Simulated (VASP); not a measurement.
ZrMo2C2:

```
Zr Mo C
1.0
     4.38902    0.00000    0.00000
     0.00000    4.38902    0.00000
     0.00000    0.00000    4.31520
Zr Mo C
1 2 2
Direct
  0.00000 0.00000 0.00000
  0.50000 0.00000 0.50000
  0.00000 0.50000 0.50000
  0.50000 0.50000 0.75594
  0.50000 0.50000 0.24406
```

The cell was generated, and may not be a known phase.

| Quantity | Value |
| --- | --- |
| Program | VASP 6.6.1 |
| Task | relaxation of cell and atoms |
| Functional | PBE |
| Potentials or basis | VASP PAW PBE potentials, release 64 (Zr_sv, Mo_sv, C) |
| Cutoff | 600 eV |
| k mesh | 4 × 4 × 4 |
| Occupations | gaussian, width 0.1 eV |
| Spin | no spin polarisation |

At the start: pressure -33.5 GPa; volume 16.63 Å³/atom.

Task: Where does the relaxation end?

Result: Over 21 steps the energy falls by 1018.4 meV/atom and the volume is 12.18 Å³/atom (-26.8 %); space group P4/mmm (No. 123, to 0.1 Å) before and after.

Step by step:
| step | energy change (eV) | largest force (eV/Å) | pressure (GPa) | volume (Å³) |
| --- | --- | --- | --- | --- |
| 1 | 0.0000 | 0.1594 | -33.54 | 83.13 |
| 2 | 2.1657 | 7.3397 | 127.50 | 47.77 |
| 3 | -2.7118 | 1.3689 | -1.91 | 64.88 |
| 4 | -2.7255 | 1.5142 | 0.88 | 64.10 |
| 5 | -2.7272 | 1.5822 | 2.19 | 63.75 |
| 6 | -3.6315 | 3.0390 | 2.93 | 62.56 |
| 7 | -4.2400 | 1.5543 | 18.74 | 57.48 |
| 8 | -4.6277 | 2.0749 | 6.86 | 59.89 |
| 9 | -4.6357 | 1.9575 | 8.26 | 59.50 |
| 10 | -4.8747 | 0.8200 | -10.07 | 63.43 |
| 11 | -4.8924 | 1.0162 | -7.39 | 62.64 |
| 12 | -4.8709 | 3.6185 | 3.91 | 60.85 |
| 13 | -5.0531 | 0.1902 | -2.78 | 61.62 |
| 14 | -5.0533 | 0.2480 | -2.64 | 61.60 |
| 15 | -5.0534 | 0.3039 | -2.50 | 61.58 |
| 16 | -5.0782 | 0.0505 | 1.56 | 60.47 |
| 17 | -5.0783 | 0.0617 | 1.73 | 60.42 |
| 18 | -5.0918 | 0.0528 | 0.43 | 60.76 |
| 19 | -5.0918 | 0.0521 | 0.44 | 60.75 |
| 20 | -5.0920 | 0.0148 | -0.38 | 60.96 |
| 21 | -5.0921 | 0.0288 | -0.07 | 60.88 |

Final structure:
```
Zr Mo C
1.0
     3.63281    0.00000    0.00000
     0.00000    3.63281    0.00000
     0.00000    0.00000    4.61291
Zr Mo C
1 2 2
Direct
  0.00000 0.00000 0.00000
  0.50000 0.00000 0.50000
  0.00000 0.50000 0.50000
  0.50000 0.50000 0.83590
  0.50000 0.50000 0.16410
```

Caveat: the k points lie up to 0.43 Å⁻¹ apart in the final cell, too coarse for converged energies and pressures of a metal; the volume moved by over 15 % at a fixed basis, so the end points are rough.
